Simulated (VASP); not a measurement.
# Mo6CO in VASP: notebook

Runs on Mo6CO. Level: PBE. Tasks: single point.

Everything below comes from runs of VASP 6.6.1. Logs are shortened: lines on timing, memory, paths and dates and some standing lists are left out, and cuts for length are marked.

## Step 1: The cell of the first run

The cell holds a slab with vacuum, 8 atoms: a = 4.470 Å, b = 4.470 Å, c = 22.260 Å, α = 90.00°, β = 90.00°, γ = 120.00°.

## Step 2: Single point, PBE

Input file INCAR:

```
PREC = Accurate
ENCUT = 520
EDIFF = 1E-7
ISMEAR = 0
SIGMA = 0.1
LREAL = False
LASPH = True
NELM = 60
ALGO = Normal
ISIF = 2
LWAVE = False
LCHARG = True
LDIPOL = True
IDIPOL = 3
DIPOL = 0.5 0.5 0.328
GGA = PE
LELF = True
LVHAR = True
LVACPOTAV = True
NBANDS = 57
```

Input file KPOINTS:

```
Automatic mesh
0
Gamma
  6 6 1
```

Input file POSCAR:

```
Mo6CO
1.0
    4.4695765303      0.0000000000      0.0000000000
   -2.2347882651      3.8707668194      0.0000000000
    0.0000000000      0.0000000000     22.2595667262
Mo C O
6 1 1
Direct
    0.6666666667      0.3333333333      0.1796980170
    0.3333333333      0.6666666667      0.2206848206
    0.0000000000      0.0000000000      0.2616716241
    0.6666666667      0.3333333333      0.2990464568
    0.3333333333      0.6666666667      0.3355219825
    0.0000000000      0.0000000000      0.3710569405
    0.1666666667      0.3333333333      0.4537180283
    0.1666666667      0.3333333333      0.5058304532
```

Potentials or basis: VASP PAW PBE potentials, release 64 (Mo_sv, C, O).

On the command line:

```sh
$ cat potpaw_PBE.64/Mo_sv/POTCAR potpaw_PBE.64/C/POTCAR potpaw_PBE.64/O/POTCAR > POTCAR
$ mpirun -np 1 vasp_std > vasp.out
```

OUTCAR:

```text
PREC = Accurate
   ENCUT = 520
   EDIFF = 1E-7
   ISMEAR = 0
   LREAL = False
   LASPH = True
   NELM = 60
   ISIF = 2
   GGA = PE

 ion  position               nearest neighbor table
   1  0.667  0.333  0.180-   4 2.66   2 2.74   2 2.74   2 2.74   3 3.16   3 3.16   3 3.16
   2  0.333  0.667  0.221-   5 2.56   3 2.74   3 2.74   3 2.74   1 2.74   1 2.74   1 2.74   4 3.11
                             4 3.11   4 3.11
   3  0.000  0.000  0.262-   6 2.43   4 2.71   4 2.71   4 2.71   2 2.74   2 2.74   2 2.74   5 3.06
                             5 3.06   5 3.06   1 3.16   1 3.16   1 3.16
   4  0.667  0.333  0.299-   1 2.66   5 2.71   5 2.71   5 2.71   3 2.71   3 2.71   3 2.71   6 3.04
                             6 3.04   6 3.04   2 3.11   2 3.11   2 3.11
   5  0.333  0.667  0.336-   2 2.56   6 2.70   6 2.70   6 2.70   4 2.71   4 2.71   4 2.71   3 3.06
                             3 3.06   3 3.06
   6  0.000  0.000  0.371-   7 2.25   3 2.43   5 2.70   5 2.70   5 2.70   4 3.04   4 3.04   4 3.04

   7  0.167  0.333  0.454-   8 1.16   6 2.25
   8  0.167  0.333  0.506-   7 1.16

  LATTYP: Found a hexagonal cell.
 ALAT       =     4.4695765303
 C/A-ratio  =     4.9802406504

  Lattice vectors:

 A1 = (   4.4695765303,   0.0000000000,   0.0000000000)
 A2 = (  -2.2347882651,   3.8707668194,   0.0000000000)
 A3 = (   0.0000000000,   0.0000000000,  22.2595667262)

Analysis of symmetry for initial positions (statically):
=====================================================================
 Subroutine PRICEL returns:
 Original cell was already a primitive cell.

 Routine SETGRP: Setting up the symmetry group for a
 hexagonal supercell.

 Subroutine GETGRP returns: Found  2 space group operations
 (whereof  2 operations were pure point group operations)
 out of a pool of 24 trial point group operations.

The static configuration has the point symmetry C_1h.

Analysis of symmetry for dynamics (positions and initial velocities):
=====================================================================
 Subroutine PRICEL returns:
 Original cell was already a primitive cell.

 Routine SETGRP: Setting up the symmetry group for a
 hexagonal supercell.

 Subroutine GETGRP returns: Found  2 space group operations
 (whereof  2 operations were pure point group operations)
 out of a pool of 24 trial point group operations.

The dynamic configuration has the point symmetry C_1h.

 Subroutine INISYM returns: Found  2 space group operations
 (whereof  2 operations are pure point group operations),
 and found     1 'primitive' translations

----------------------------------------------------------------------------------------

                                     Primitive cell

  volume of cell :     385.1058

  direct lattice vectors                    reciprocal lattice vectors
     4.469576530  0.000000000  0.000000000     0.223734842  0.129173371  0.000000000
    -2.234788265  3.870766819  0.000000000     0.000000000  0.258346743  0.000000000
     0.000000000  0.000000000 22.259566726     0.000000000  0.000000000  0.044924504

  length of vectors
     4.469576530  4.469576530 22.259566726     0.258346743  0.258346743  0.044924504

  position of ions in fractional coordinates (direct lattice)
     0.666666667  0.333333333  0.179698017
     0.333333333  0.666666667  0.220684821
     0.000000000  0.000000000  0.261671624
     0.666666667  0.333333333  0.299046457
     0.333333333  0.666666667  0.335521982
     0.000000000  0.000000000  0.371056940
     0.166666667  0.333333333  0.453718028
     0.166666667  0.333333333  0.505830453

  ion indices of the primitive-cell ions
   primitive index   ion index
                 1           1
                 2           2
                 3           3
                 4           4
                 5           5
                 6           6
                 7           7
                 8           8

----------------------------------------------------------------------------------------

 KPOINTS: Automatic mesh

Automatic generation of k-mesh.
 Grid dimensions read from file:
 generate k-points for:    6    6    1

 Generating k-lattice:

  Cartesian coordinates                     Fractional coordinates (reciprocal lattice)
     0.037289140  0.021528895  0.000000000     0.166666667  0.000000000  0.000000000
     0.000000000  0.043057790  0.000000000     0.000000000  0.166666667  0.000000000
     0.000000000  0.000000000  0.044924504     0.000000000  0.000000000  1.000000000

  Length of vectors
     0.043057790  0.043057790  0.044924504

  Shift w.r.t. Gamma in fractional coordinates (k-lattice)
     0.000000000  0.000000000  0.000000000

 Subroutine IBZKPT returns following result:
 ===========================================

 Found     13 irreducible k-points:

 Following reciprocal coordinates:
            Coordinates               Weight
  0.000000  0.000000  0.000000      1.000000
  0.166667  0.000000  0.000000      4.000000
  0.000000  0.166667  0.000000      2.000000
  0.333333  0.000000  0.000000      4.000000
  0.000000  0.333333  0.000000      2.000000
  0.500000  0.000000  0.000000      2.000000
  0.000000  0.500000  0.000000      1.000000
  0.166667  0.166667  0.000000      4.000000
 -0.333333  0.166667  0.000000      2.000000
  0.333333  0.166667  0.000000      4.000000
 -0.166667  0.500000  0.000000      4.000000
  0.500000  0.333333  0.000000      4.000000
  0.333333  0.333333  0.000000      2.000000
   k-points           NKPTS =     13   k-points in BZ     NKDIM =     13   number of bands    NBANDS=     57
   number of dos      NEDOS =    301   number of ions     NIONS =      8
   total plane-waves  NPLWV = 217728
   dimension x,y,z NGX =    36 NGY =   36 NGZ =  168
   dimension x,y,z NGXF=    72 NGYF=   72 NGZF=  336
   ions per type =               6   1   1
   NGX,Y,Z   is equivalent  to a cutoff of  13.39, 13.39, 12.55 a.u.
   NGXF,Y,Z  is equivalent  to a cutoff of  26.78, 26.78, 25.09 a.u.
 SYSTEM =  unknown system
   PREC   = accura    normal or accurate (medium, high low for compatibility)
   ISTART =      0    job   : 0-new  1-cont  2-samecut
   ICHARG =      2    charge: 1-file 2-atom 10-const
   ISPIN  =      1    spin polarized calculation?
   LNONCOLLINEAR =      F non collinear calculations
   LSORBIT =      F    spin-orbit coupling
   LASPH  =      T    aspherical Exc in radial PAW
   ENCUT  =  520.0 eV  38.22 Ry    6.18 a.u.   8.31  8.31 41.39*2*pi/ulx,y,z
   NELM   =     60;   NELMIN=  2; NELMDL= -5     # of ELM steps
   EDIFF  = 0.1E-06   stopping-criterion for ELM
   LREAL  =      F    real-space projection
   EDIFFG = 0.1E-05   stopping-criterion for IOM
   NSW    =      0    number of steps for IOM
   IBRION =     -1    ionic relax: 0-MD 1-quasi-New 2-CG
   NFREE  =      0    steps in history (QN), initial steepest desc. (CG)
   ISIF   =      2    stress and relaxation
   ISYM   =      2    0-nonsym 1-usesym 2-fastsym
   POTIM  = 0.5000    time-step for ionic-motion
   TEBEG  =    0.0;   TEEND  =   0.0 temperature during run
   PSTRESS=    0.0 pullay stress
   NELECT =      94.0000    total number of electrons
   NUPDOWN=      -1.0000    fix difference up-down
   EMIN   =  10.00;   EMAX   =-10.00  energy-range for DOS
   EFERMI =   0.00;   METHOD = LEGACY
   ISMEAR =     0;   SIGMA  =   0.10  broadening in eV -4-tet -1-fermi 0-gaus
   EFERMI_NEDOS =   21; number of points for ismear=-14 and -15
   IALGO  =     38    algorithm
   IMIX   =      4    mixing-type and parameters
     AMIX     =   0.40;   BMIX     =  1.00
     AMIX_MAG =   1.60;   BMIX_MAG =  1.00
  volume/ion in A,a.u.               =      48.14       324.85
  Fermi-wavevector in a.u.,A,eV,Ry     =   1.023114  1.933405 14.242069  1.046763
  Thomas-Fermi vector in A             =   2.156830
   LORBIT       =      0    0 simple, 1 ext, 2 COOP (PROOUT), +10 PAW based schemes
   GGA     = PE    functional components
   LHFCALC =     F    Hartree Fock is set to
   AEXX    =    0.0000 exact exchange contribution
   IVDW    =     0    specifies the selected vdW correction
   LEPSILON=     F    determine dielectric tensor
   LRPA    =     F    only Hartree local field effects (RPA)
 non-spin polarized calculation
 Gauss-broadening in eV      SIGMA  =   0.10
  energy-cutoff  :      520.00
  volume of cell :      385.11
 maximum number of plane-waves:     10413
 NGX is ok and might be reduce to    36
   NGX = 17   NGY = 17   NGZ = 83

 dipolmoment           0.000000      0.000000     -0.725187 electrons x Angstroem

 number of electron      94.0000009 magnetization

 dipolmoment           0.000000      0.000000      0.150957 electrons x Angstroem

 Free energy of the ion-electron system (eV)
  ---------------------------------------------------
  ext. energy  EPLUGINS =         0.00000000
  ---------------------------------------------------
  free energy    TOTEN  =       -74.56361067 eV

  energy without entropy =      -74.52535960  energy(sigma->0) =      -74.54448513

 E-fermi :   0.2951     XC(G=0):  -4.8257

 val. band max:        0.2931213259   @ k =   0.3333   0.1667   0.0000
 cond. band min:       0.3044834914   @ k =   0.3333   0.3333   0.0000
 fundamental gap:      0.0113621655
 Fermi energy:         0.2951411349

 k-point     1 :       0.0000    0.0000    0.0000
  band No.  band energies     occupation
      1     -60.8625      2.00000
      2     -60.6310      2.00000
      3     -60.5727      2.00000
      4     -60.5485      2.00000
      5     -60.3965      2.00000
      6     -60.3450      2.00000
[... 49 lines left out ...]
     56       2.3521      0.00000
     57       2.3791      0.00000

 k-point     2 :       0.1667    0.0000    0.0000
  band No.  band energies     occupation
      1     -60.8415      2.00000
      2     -60.6327      2.00000
      3     -60.5792      2.00000
      4     -60.5462      2.00000
      5     -60.4021      2.00000
      6     -60.3557      2.00000
[... 654 lines left out ...]
      1     -60.7197      2.00000
      2     -60.6630      2.00000
      3     -60.6417      2.00000
      4     -60.5074      2.00000
      5     -60.4320      2.00000
      6     -60.3974      2.00000
[... 49 lines left out ...]
     56       1.9283      0.00000
     57       2.3769      0.00000

------------------------ aborting loop because EDIFF is reached ----------------------------------------

  FORCE on cell =-STRESS in cart. coord.  units (eV):
  Direction    XX          YY          ZZ          XY          YZ          ZX
  --------------------------------------------------------------------------------------
  -------------------------------------------------------------------------------------
  Total       -4.8092501     -5.5621614     -1.4224475     -0.0000000     -0.2213998     -0.0000000
  in kB      -20.0081921    -23.1405711     -5.9178878     -0.0000000     -0.9211020     -0.0000000
  external PRESSURE =     -16.3555503 kB  Pullay stress =       0.0000000 kB

 VOLUME and BASIS-vectors are now :
 -----------------------------------------------------------------------------
  energy-cutoff  :      520.00
  volume of cell :      385.11
      direct lattice vectors                 reciprocal lattice vectors
     4.469576530  0.000000000  0.000000000     0.223734842  0.129173371  0.000000000
    -2.234788265  3.870766819  0.000000000     0.000000000  0.258346743  0.000000000
     0.000000000  0.000000000 22.259566726     0.000000000  0.000000000  0.044924504

 POSITION                                       TOTAL-FORCE (eV/Angst)
 -----------------------------------------------------------------------------------
      2.23479      1.29026      4.00000        -0.000000     -0.073891      1.663387
     -0.00000      2.58051      4.91235        -0.000000     -0.093974     -0.373801
      0.00000      0.00000      5.82470         0.000000      0.171354     -2.050458
      2.23479      1.29026      6.65664         0.000000      0.050646     -0.641251
     -0.00000      2.58051      7.46857         0.000000      0.104221      0.610280
      0.00000      0.00000      8.25957         0.000000      0.387369      1.655715
      0.00000      1.29026     10.09957        -0.000000     -1.178958     -1.327224
      0.00000      1.29026     11.25957         0.000000      0.633233      0.463352
 -----------------------------------------------------------------------------------
    total drift:                               -0.000001      0.000004     -0.000335

  FREE ENERGIE OF THE ION-ELECTRON SYSTEM (eV)
  ---------------------------------------------------
  free  energy   TOTEN  =       -74.5636106690 eV

  energy  without entropy=      -74.5253595990  energy(sigma->0) =      -74.54448513

 vacuum level on the upper side and lower side of the slab         5.347         3.768
```

Run time: 7.1 min. Hardware: 1 thread of Intel Xeon 6975P-C (Granite Rapids), shared host; peak memory 0.63 GiB.

Results:

| Item | Value |
| --- | --- |
| Free energy | -74.5636 eV |
| Largest force | 2.058 eV/Å |
| Band gap on the k mesh | 0.01 eV (least direct gap 0.07 eV) |

Forces in eV/Å, atoms in the order of the input:
```
Mo   0.000 -0.074  1.663
Mo   0.000 -0.094 -0.374
Mo   0.000  0.171 -2.050
Mo   0.000  0.051 -0.641
Mo   0.000  0.104  0.610
Mo   0.000  0.387  1.656
C    0.000 -1.179 -1.327
O    0.000  0.633  0.463
```

Caveat: the smearing spreads over this small gap; semilocal functionals underestimate gaps, and a narrow one can read as zero.

[end of part 1 of 2]
